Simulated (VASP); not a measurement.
# Ag (Fm-3m) in VASP: notebook

Ag is run at these levels: LDA; tasks: single point, relaxation of cell and atoms.

Everything below comes from runs of VASP 6.6.1. Logs are shortened: lines on timing, memory, paths and dates and some standing lists are left out, and cuts for length are marked.

## 1. The cell of the first run

Symmetry: Fm-3m, No. 225, cubic system. Conventional cell: a = 3.998 Å, b = 3.998 Å, c = 3.998 Å, α = 90.00°, β = 90.00°, γ = 90.00°. Ag (site symmetry m-3m) has 12 Ag at 2.83 Å within 3.7 Å.

## 2. Single point, LDA

Contents of INCAR:

```
PREC     = Accurate       # precision mode
ENCUT    = 500            # plane-wave cutoff, eV
EDIFF    = 1E-6           # SCF threshold, eV
ISMEAR   = 0              # smearing method
SIGMA    = 0.05           # smearing width, eV
LREAL    = F              # projectors in reciprocal space
LASPH    = T              # aspherical terms in the spheres
NELM     = 120            # most SCF steps
ALGO     = Normal         # electronic algorithm
ISIF     = 2              # what is computed and relaxed
LWAVE    = F              # write WAVECAR
LCHARG   = T              # write CHGCAR
LELF     = T              # ELF
LVHAR    = T            
NBANDS   = 12             # bands
GGA_COMPAT= F
```

Contents of KPOINTS:

```
regular mesh
0
Gamma
  7 7 7
```

Contents of POSCAR:

```
Ag
1.0
    0.0000000000      1.9990923642      1.9990923642
    1.9990923642      0.0000000000      1.9990923642
    1.9990923642      1.9990923642      0.0000000000
Ag
1
Direct
    0.0000000000      0.0000000000      0.0000000000
```

Potentials or basis: VASP PAW LDA potentials, release 64 (Ag).

Run with:

```sh
cat potpaw_LDA.64/Ag/POTCAR > POTCAR
mpirun -np 1 vasp_std > vasp.out
```

OUTCAR:

```text
PREC = Accurate
   ENCUT = 500
   EDIFF = 1E-6
   ISMEAR = 0
   LREAL = F
   LASPH = T
   NELM = 120
   ISIF = 2

 ion  position               nearest neighbor table
   1  0.000  0.000  0.000-

  LATTYP: Found a face centered cubic cell.
 ALAT       =     3.9981847284

  Lattice vectors:

 A1 = (   0.0000000000,   1.9990923642,   1.9990923642)
 A2 = (   1.9990923642,   0.0000000000,   1.9990923642)
 A3 = (   1.9990923642,   1.9990923642,   0.0000000000)

Analysis of symmetry for initial positions (statically):
=====================================================================
 Subroutine PRICEL returns:
 Original cell was already a primitive cell.

 Routine SETGRP: Setting up the symmetry group for a
 face centered cubic supercell.

 Subroutine GETGRP returns: Found 48 space group operations
 (whereof 48 operations were pure point group operations)
 out of a pool of 48 trial point group operations.

The static configuration has the point symmetry O_h .

Analysis of symmetry for dynamics (positions and initial velocities):
=====================================================================
 Subroutine PRICEL returns:
 Original cell was already a primitive cell.

 Routine SETGRP: Setting up the symmetry group for a
 face centered cubic supercell.

 Subroutine GETGRP returns: Found 48 space group operations
 (whereof 48 operations were pure point group operations)
 out of a pool of 48 trial point group operations.

The dynamic configuration has the point symmetry O_h .

 Subroutine INISYM returns: Found 48 space group operations
 (whereof 48 operations are pure point group operations),
 and found     1 'primitive' translations

----------------------------------------------------------------------------------------

                                     Primitive cell

  volume of cell :      15.9782

  direct lattice vectors                    reciprocal lattice vectors
     0.000000000  1.999092364  1.999092364    -0.250113506  0.250113506  0.250113506
     1.999092364  0.000000000  1.999092364     0.250113506 -0.250113506  0.250113506
     1.999092364  1.999092364  0.000000000     0.250113506  0.250113506 -0.250113506

  length of vectors
     2.827143534  2.827143534  2.827143534     0.433209300  0.433209300  0.433209300

  position of ions in fractional coordinates (direct lattice)
     0.000000000  0.000000000  0.000000000

  ion indices of the primitive-cell ions
   primitive index   ion index
                 1           1

----------------------------------------------------------------------------------------

 KPOINTS: regular mesh

Automatic generation of k-mesh.
 Grid dimensions read from file:
 generate k-points for:    7    7    7

 Generating k-lattice:

  Cartesian coordinates                     Fractional coordinates (reciprocal lattice)
    -0.035730501  0.035730501  0.035730501     0.142857143  0.000000000  0.000000000
     0.035730501 -0.035730501  0.035730501     0.000000000  0.142857143  0.000000000
     0.035730501  0.035730501 -0.035730501     0.000000000  0.000000000  0.142857143

  Length of vectors
     0.061887043  0.061887043  0.061887043

  Shift w.r.t. Gamma in fractional coordinates (k-lattice)
     0.000000000  0.000000000  0.000000000

 Subroutine IBZKPT returns following result:
 ===========================================

 Found     20 irreducible k-points:

 Following reciprocal coordinates:
            Coordinates               Weight
  0.000000  0.000000  0.000000      1.000000
  0.142857  0.000000  0.000000      8.000000
  0.285714  0.000000  0.000000      8.000000
  0.428571  0.000000  0.000000      8.000000
  0.142857  0.142857  0.000000      6.000000
  0.285714  0.142857  0.000000     24.000000
[... 12 lines left out ...]
 -0.428571  0.428571  0.142857     24.000000
 -0.285714  0.428571  0.142857     24.000000
   k-points           NKPTS =     20   k-points in BZ     NKDIM =     20   number of bands    NBANDS=     12
   number of dos      NEDOS =    301   number of ions     NIONS =      1
   total plane-waves  NPLWV =  13824
   dimension x,y,z NGX =    24 NGY =   24 NGZ =   24
   dimension x,y,z NGXF=    48 NGYF=   48 NGZF=   48
   ions per type =               1
   NGX,Y,Z   is equivalent  to a cutoff of  14.11, 14.11, 14.11 a.u.
   NGXF,Y,Z  is equivalent  to a cutoff of  28.23, 28.23, 28.23 a.u.
 SYSTEM =  unknown system
   PREC   = accura    normal or accurate (medium, high low for compatibility)
   ISTART =      0    job   : 0-new  1-cont  2-samecut
   ICHARG =      2    charge: 1-file 2-atom 10-const
   ISPIN  =      1    spin polarized calculation?
   LNONCOLLINEAR =      F non collinear calculations
   LSORBIT =      F    spin-orbit coupling
   LASPH  =      T    aspherical Exc in radial PAW
   ENCUT  =  500.0 eV  36.75 Ry    6.06 a.u.   5.15  5.15  5.15*2*pi/ulx,y,z
   NELM   =    120;   NELMIN=  2; NELMDL= -5     # of ELM steps
   EDIFF  = 0.1E-05   stopping-criterion for ELM
   LREAL  =      F    real-space projection
   EDIFFG = 0.1E-04   stopping-criterion for IOM
   NSW    =      0    number of steps for IOM
   IBRION =     -1    ionic relax: 0-MD 1-quasi-New 2-CG
   NFREE  =      0    steps in history (QN), initial steepest desc. (CG)
   ISIF   =      2    stress and relaxation
   ISYM   =      2    0-nonsym 1-usesym 2-fastsym
   POTIM  = 0.5000    time-step for ionic-motion
   TEBEG  =    0.0;   TEEND  =   0.0 temperature during run
   PSTRESS=    0.0 pullay stress
   NELECT =      11.0000    total number of electrons
   NUPDOWN=      -1.0000    fix difference up-down
   EMIN   =  10.00;   EMAX   =-10.00  energy-range for DOS
   EFERMI =   0.00;   METHOD = LEGACY
   ISMEAR =     0;   SIGMA  =   0.05  broadening in eV -4-tet -1-fermi 0-gaus
   EFERMI_NEDOS =   21; number of points for ismear=-14 and -15
   IALGO  =     38    algorithm
   IMIX   =      4    mixing-type and parameters
     AMIX     =   0.40;   BMIX     =  1.00
     AMIX_MAG =   1.60;   BMIX_MAG =  1.00
  volume/ion in A,a.u.               =      15.98       107.83
  Fermi-wavevector in a.u.,A,eV,Ry     =   1.445538  2.731671 28.430466  2.089580
  Thomas-Fermi vector in A             =   2.563709
   LORBIT       =      0    0 simple, 1 ext, 2 COOP (PROOUT), +10 PAW based schemes
   GGA     = CA    functional components
   LHFCALC =     F    Hartree Fock is set to
   AEXX    =    0.0000 exact exchange contribution
   IVDW    =     0    specifies the selected vdW correction
   LEPSILON=     F    determine dielectric tensor
   LRPA    =     F    only Hartree local field effects (RPA)
 non-spin polarized calculation
 Gauss-broadening in eV      SIGMA  =   0.05
  energy-cutoff  :      500.00
  volume of cell :       15.98
 maximum number of plane-waves:       418
 NGX is ok and might be reduce to    24
   NGX = 11   NGY = 11   NGZ = 11

 number of electron      11.0000002 magnetization

 Free energy of the ion-electron system (eV)
  ---------------------------------------------------
  ext. energy  EPLUGINS =         0.00000000
  ---------------------------------------------------
  free energy    TOTEN  =        -3.83574652 eV

  energy without entropy =       -3.83526387  energy(sigma->0) =       -3.83550519

 E-fermi :   9.3857     XC(G=0): -12.9683

 val. band max:        8.4212400120   @ k =   0.4286   0.2857   0.0000
 cond. band min:       9.3931705171   @ k =   0.4286   0.4286   0.0000
 fundamental gap:      0.9719305051
 Fermi energy:         9.3857307498

 k-point     1 :       0.0000    0.0000    0.0000
  band No.  band energies     occupation
      1       0.7766      2.00000
      2       4.0772      2.00000
      3       4.0772      2.00000
      4       4.0772      2.00000
      5       5.2582      2.00000
      6       5.2582      2.00000
      7      25.2381      0.00000
      8      29.1277      0.00000
      9      29.1277      0.00000
     10      29.1277      0.00000
     11      34.3140      0.00000
     12      35.7593      0.00000

 k-point     2 :       0.1429    0.0000    0.0000
  band No.  band energies     occupation
      1       1.4139      2.00000
      2       3.9565      2.00000
      3       4.2395      2.00000
      4       4.2395      2.00000
      5       5.2159      2.00000
      6       5.2159      2.00000
      7      24.6144      0.00000
      8      26.3538      0.00000
      9      29.4743      0.00000
     10      29.4743      0.00000
     11      33.0474      0.00000
     12      34.5937      0.00000

 k-point     3 :       0.2857    0.0000    0.0000
  band No.  band energies     occupation
      1       2.3682      2.00000
      2       4.2688      2.00000
      3       4.2688      2.00000
      4       4.7019      2.00000
      5       5.5277      2.00000
      6       5.5277      2.00000
      7      19.3079      0.00000
      8      25.6829      0.00000
      9      29.2366      0.00000
     10      29.2366      0.00000
     11      32.8144      0.00000
     12      32.8144      0.00000

 k-point     4 :       0.4286    0.0000    0.0000
  band No.  band energies     occupation
      1       2.3060      2.00000
      2       4.0838      2.00000
      3       4.0838      2.00000
      4       6.0688      2.00000
      5       6.0688      2.00000
      6       7.5693      2.00000
      7      14.2224      0.00000
      8      24.6560      0.00000
      9      27.7491      0.00000
     10      27.7491      0.00000
     11      32.8660      0.00000
     12      32.8660      0.00000

 k-point     5 :       0.1429    0.1429    0.0000
  band No.  band energies     occupation
      1       1.6301      2.00000
      2       3.7219      2.00000
      3       4.4183      2.00000
      4       4.4183      2.00000
      5       4.9372      2.00000
      6       5.4136      2.00000
      7      25.6997      0.00000
      8      27.1039      0.00000
      9      27.2934      0.00000
     10      27.2934      0.00000
     11      33.5932      0.00000
     12      35.0760      0.00000
[... 168 lines left out ...]
      1       3.2807      2.00000
      2       3.3045      2.00000
      3       4.0639      2.00000
      4       5.3088      2.00000
      5       5.3794      2.00000
      6       7.4847      2.00000
      7      20.3197      0.00000
      8      20.6482      0.00000
      9      24.4640      0.00000
     10      29.4675      0.00000
     11      30.8841      0.00000
     12      34.8691      0.00000

 k-point    18 :      -0.4286    0.2857    0.1429
  band No.  band energies     occupation
      1       3.1608      2.00000
      2       3.5203      2.00000
      3       4.1701      2.00000
      4       5.0177      2.00000
      5       5.9865      2.00000
      6      10.5925      0.00000
      7      15.2319      0.00000
      8      20.5743      0.00000
      9      22.1158      0.00000
     10      28.8490      0.00000
     11      32.6873      0.00000
     12      37.3426      0.00000

 k-point    19 :      -0.4286    0.4286    0.1429
  band No.  band energies     occupation
      1       2.7778      2.00000
      2       2.8964      2.00000
      3       4.8352      2.00000
      4       5.7065      2.00000
      5       6.2335      2.00000
      6      11.2212      0.00000
      7      17.8570      0.00000
      8      18.3144      0.00000
      9      18.9347      0.00000
     10      29.2973      0.00000
     11      30.7969      0.00000
     12      36.1783      0.00000

 k-point    20 :      -0.2857    0.4286    0.1429
  band No.  band energies     occupation
      1       3.0503      2.00000
      2       3.4599      2.00000
      3       4.1338      2.00000
      4       5.2792      2.00000
      5       6.2264      2.00000
      6      14.0935      0.00000
      7      14.7445      0.00000
      8      16.8522      0.00000
      9      19.8744      0.00000
     10      29.7832      0.00000
     11      33.8445      0.00000
     12      35.6323      0.00000

------------------------ aborting loop because EDIFF is reached ----------------------------------------

  FORCE on cell =-STRESS in cart. coord.  units (eV):
  Direction    XX          YY          ZZ          XY          YZ          ZX
  --------------------------------------------------------------------------------------
  -------------------------------------------------------------------------------------
  Total        0.0112966      0.0112966      0.0112966      0.0000000      0.0000000     -0.0000000
  in kB        1.1327375      1.1327375      1.1327375      0.0000000      0.0000000     -0.0000000
  external PRESSURE =       1.1327375 kB  Pullay stress =       0.0000000 kB

 VOLUME and BASIS-vectors are now :
 -----------------------------------------------------------------------------
  energy-cutoff  :      500.00
  volume of cell :       15.98
      direct lattice vectors                 reciprocal lattice vectors
     0.000000000  1.999092364  1.999092364    -0.250113506  0.250113506  0.250113506
     1.999092364  0.000000000  1.999092364     0.250113506 -0.250113506  0.250113506
     1.999092364  1.999092364  0.000000000     0.250113506  0.250113506 -0.250113506

 POSITION                                       TOTAL-FORCE (eV/Angst)
 -----------------------------------------------------------------------------------
      0.00000      0.00000      0.00000         0.000000     -0.000000      0.000000
 -----------------------------------------------------------------------------------
    total drift:                               -0.000000     -0.000000      0.000000

  FREE ENERGIE OF THE ION-ELECTRON SYSTEM (eV)
  ---------------------------------------------------
  free  energy   TOTEN  =        -3.8357465209 eV

  energy  without entropy=       -3.8352638658  energy(sigma->0) =       -3.83550519
```

It used 6.5 s of CPU time on 1 thread of AMD EPYC 7R13 Processor (Zen 3) (shared host).

Results:

| Property | Result |
| --- | --- |
| Free energy | -3.8357 eV |
| Pressure | 0.1 GPa |

Levels at points of the mesh, in eV from the Fermi level:
| k point | band 4 | band 5 | band 6 | band 7 | band 8 | band 9 |
| --- | --- | --- | --- | --- | --- | --- |
| (0.00, 0.00, 0.00) | -5.31 | -4.13 | -4.13 | 15.85 | 19.74 | 19.74 |

Caveat: the k points lie up to 0.39 Å⁻¹ apart.

## 3. Relaxation of cell and atoms, LDA

This run uses another cell than the first one, of 17.05 Å³/atom, 1.067 times its volume.

Contents of INCAR:

```
ALGO = Normal
EDIFF = 1E-7
EDIFFG = -0.02
ENCUT = 500
GGA = CA
GGA_COMPAT = False
IBRION = 2
ISIF = 3
ISMEAR = 0
LASPH = True
LCHARG = False
LREAL = False
LWAVE = False
NELM = 120
NELMIN = 4
NSW = 80
PREC = Accurate
SIGMA = 0.05
```

Contents of KPOINTS:

```
k-points
0
Gamma
  7 7 7
```

Contents of POSCAR:

```
Ag
1.0
    0.0000000000      2.0427500000      2.0427500000
    2.0427500000      0.0000000000      2.0427500000
    2.0427500000      2.0427500000      0.0000000000
Ag
1
Direct
    0.0000000000      0.0000000000      0.0000000000
```

Potentials or basis: VASP PAW LDA potentials, release 64 (Ag).

Run with:

```sh
cat potpaw_LDA.64/Ag/POTCAR > POTCAR
mpirun -np 1 vasp_std > vasp.out
```

It used 16 s of CPU time on 1 thread of AMD EPYC 7R13 Processor (Zen 3), on a shared host.

Results (log left out):

```yaml
Free_energy: -3.8362 eV
Relaxed_volume: 15.99 Å³/atom
Relaxed_cell: a = 2.828 Å, b = 2.828 Å, c = 2.828 Å, α = 60.00°, β = 60.00°, γ = 60.00°
Space_group_after_relaxing_to_0.05_Å: Fm-3m (No. 225)
Energy_gained_by_relaxing: 26.7 meV/atom
Ionic_steps: 3
Pressure_after_relaxing: -0.1 GPa
```

Step by step:
```
step  energy change (eV)  largest force (eV/Å)  pressure (GPa)  volume (Å³)
   1              0.0000                0.0000           -7.49        17.05
   2             -0.0055                0.0000            8.68        15.16
   3             -0.0267                0.0000           -0.07        15.99
```

Final structure:
```
CELL_PARAMETERS angstrom
0.00000 1.99976 1.99976
1.99976 0.00000 1.99976
1.99976 1.99976 0.00000
ATOMIC_POSITIONS crystal
Ag 0.00000 0.00000 0.00000
```

Levels at points of the mesh, in eV from the Fermi level:
| k point | band 4 | band 5 | band 6 | band 7 | band 8 | band 9 |
| --- | --- | --- | --- | --- | --- | --- |
| (0.00, 0.00, 0.00) | -5.31 | -4.13 | -4.13 | 15.85 | 19.73 | 19.73 |

Caveat: the k points lie up to 0.39 Å⁻¹ apart in the final cell.
